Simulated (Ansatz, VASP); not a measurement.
# AlB2N3 in VASP and in Ansatz

```
Al B N
1.0
     4.75488    0.00000    0.00000
    -2.37744    4.11785    0.00000
     0.00000    0.00000    6.92882
Al B N
2 4 6
Direct
  0.33333 0.66667 0.00000
  0.66667 0.33333 0.00000
  0.00000 0.00000 0.00000
  0.66827 0.66827 0.50000
  0.33173 0.00000 0.50000
  0.00000 0.33173 0.50000
  0.33333 0.66667 0.50000
  0.00000 0.00000 0.50000
  0.66667 0.33333 0.50000
  0.70817 0.70817 0.00000
  0.29183 0.00000 0.00000
  0.00000 0.29183 0.00000
```

Alike in both runs: functional PBE; k mesh 6 × 6 × 4; occupations gaussian, width 0.1 eV; no spin polarisation.

Ansatz relaxed the structure, and its values are those at the end. VASP's run is a single point on that final structure, the one shown.

```csv
,VASP,Ansatz
version,VASP 6.6.1,Ansatz 0.2.0
potentials or method,"VASP PAW PBE potentials, release 64 (Al, B, N), cutoff 520 eV","scalar-relativistic, plane waves, PAW"
valence electrons in the cell,48,48
```

|  | VASP | Ansatz | Ansatz less VASP |
| --- | --- | --- | --- |
| gap on the k mesh at the Fermi level (eV) | 3.11 | 3.11 | +0.003 |
| least direct gap on the mesh (eV) | 3.11 | 3.11 | +0.003 |
| pressure (GPa) | 0.2 | 0.1 | -0.10 |
| rms of the force components (eV/Å) | 0.010 | 0.004 | -0.0063 |

With one functional, cell and mesh, what is left measures potentials, basis and numerics.
